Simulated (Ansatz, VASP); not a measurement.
Given: the input of a run of Ansatz 0.2.0 on Ta.

The input input.yaml:

```yaml
crystal:
  lattice:
    - [2.8611730502, 0.0, 0.0]
    - [-1.4305865251, 2.4778485461, 0.0]
    - [0.0, 0.0, 5.0964509272]
  atoms:
    - { symbol: Ta, position: [0.3333333333, 0.6666666667, 0.25] }
    - { symbol: Ta, position: [0.6666666667, 0.3333333333, 0.75] }
hamiltonian:
  xc: pbe0
  pseudopotentials: { kind: paw }
kpoints:
  mp_grid: { grid: [6, 6, 4] }
scf:
  occupations: { method: fermi_dirac, width: 0.05 }
output:
  forces: true
  stress: true
  eigenvalues: true
```

Potentials or basis: Ansatz PAW.

Command:

```sh
$ ansatz run input.yaml --threads 2 --pin off --max-ram 5632MiB --backend cpu --events-out ev --progress --plain --runs-dir out
```

**Question.** Set up the same calculation for VASP 6.6.1. Potentials there: VASP PAW PBE potentials, release 64 (Ta_pv).

**Answer.** As run (the cutoff follows the program's own potentials):

POSCAR

```
Ta
1.0
    2.8611730502      0.0000000000      0.0000000000
   -1.4305865251      2.4778485461      0.0000000000
    0.0000000000      0.0000000000      5.0964509272
Ta
2
Direct
    0.3333333333      0.6666666667      0.2500000000
    0.6666666667      0.3333333333      0.7500000000
```

Contents of INCAR.step1:

```
SYSTEM = Ta
ALGO = Normal ; EDIFF = 1E-5
ENCUT = 520 ; GGA = PE
ISIF = 2 ; ISMEAR = -1
LASPH = .True. ; LREAL = .False.
LWAVE = .True. ; NBANDS = 18
NELM = 100 ; PREC = Accurate
SIGMA = 0.05
```

File INCAR.step2:

```
SYSTEM = Ta
AEXX = 0.25 ; ALGO = Normal
EDIFF = 1E-6 ; ENCUT = 520
GGA = PE ; ISIF = 2
ISMEAR = -1 ; ISTART = 1
LASPH = .True. ; LCHARG = .True.
LELF = .True. ; LHFCALC = .True.
LREAL = .False. ; LVHAR = .True.
LWAVE = .False. ; NBANDS = 18
NELM = 100 ; PREC = Accurate
PRECFOCK = Normal ; SIGMA = 0.05
```

Contents of KPOINTS:

```
k-points
0
Gamma
  6 6 4
  0 0 0
```

Potentials or basis: VASP PAW PBE potentials, release 64 (Ta_pv).

Launch:

```bash
$ cat potpaw_PBE.64/Ta_pv/POTCAR > POTCAR
$ cp INCAR.step1 INCAR
$ mpirun -np 1 vasp_std > vasp.out
$ cp INCAR.step2 INCAR
$ mpirun -np 1 vasp_std > vasp.out
```

Both were run:

|  | VASP | Ansatz | Ansatz less VASP |
| --- | --- | --- | --- |
| gap on the k mesh at the Fermi level (eV) | none | none | - |
| pressure (GPa) | 2.6 | 3.9 | +1.32 |
| traceless stress, the component that is largest in VASP (GPa) | -1.14 | -1.32 | -0.180 |

A gap of «none» marks a metal or a gap that the smearing closes. The functional is the same, so the differences come from potentials, cutoffs and numerics. VASP's potentials hold 22 valence electrons a cell and Ansatz's 26, so a difference there can come from the potentials and not from the codes.

The k mesh is coarse, so the values compare programs but aren't converged. Spin-orbit coupling is off throughout.
